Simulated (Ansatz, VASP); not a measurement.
CdO in VASP and in Ansatz

The input INCAR:

```
PREC = Accurate
ENCUT = 700
EDIFF = 1E-6
ISMEAR = 0
SIGMA = 0.05
LREAL = False
LASPH = True
NELM = 120
ALGO = Normal
ISIF = 2
LWAVE = False
LCHARG = False
NBANDS = 20
GGA_COMPAT = False
```

File KPOINTS:

```
regular mesh
0
Gamma
  8 8 8
```

Contents of POSCAR:

```
CdO
1.0
    0.0000000000      2.3169482861      2.3169482861
    2.3169482861      0.0000000000      2.3169482861
    2.3169482861      2.3169482861      0.0000000000
Cd O
1 1
Direct
    0.0000000000      0.0000000000      0.0000000000
    0.5000000000      0.5000000000      0.5000000000
```

Input for Ansatz:

```yaml
crystal:
  lattice:
    - [0.0, 2.3169482861, 2.3169482861]
    - [2.3169482861, 0.0, 2.3169482861]
    - [2.3169482861, 2.3169482861, 0.0]
  atoms:
    - { symbol: Cd, position: [0.0, 0.0, 0.0] }
    - { symbol: O, position: [0.5, 0.5, 0.5] }
basis:
  ecutwfc: 420
  ecutrho_ratio: 4
kpoints:
  mp_grid: { grid: [8, 8, 8] }
hamiltonian:
  xc: lda
scf:
  occupations: { method: gaussian, width: 0.05 }
output:
  forces: true
  stress: true
  eigenvalues: true
```

Alike in both runs: task single point; functional LDA; k mesh 8 × 8 × 8; occupations gaussian, width 0.05 eV; no spin polarisation.

```csv
,VASP,Ansatz
version,VASP 6.6.1,Ansatz 0.2.0
potentials or method,"VASP PAW LDA potentials, release 64 (Cd_sv_GW, O), cutoff 700 eV","scalar-relativistic, plane waves, PAW"
valence electrons in the cell,26,26
```

Ansatz gave:

| Quantity | Value |
| --- | --- |
| gap on the k mesh at the Fermi level (eV) | none |
| pressure (GPa) | 0.0 |

Problem. Estimate VASP's values.

Solution. gap on the k mesh at the Fermi level (eV): none; pressure (GPa): 0.2.

LDA's correlation is that of Perdew and Zunger in VASP and of Perdew and Wang (1992) in Ansatz. A gap of «none» marks a metal or a gap that the smearing closes.
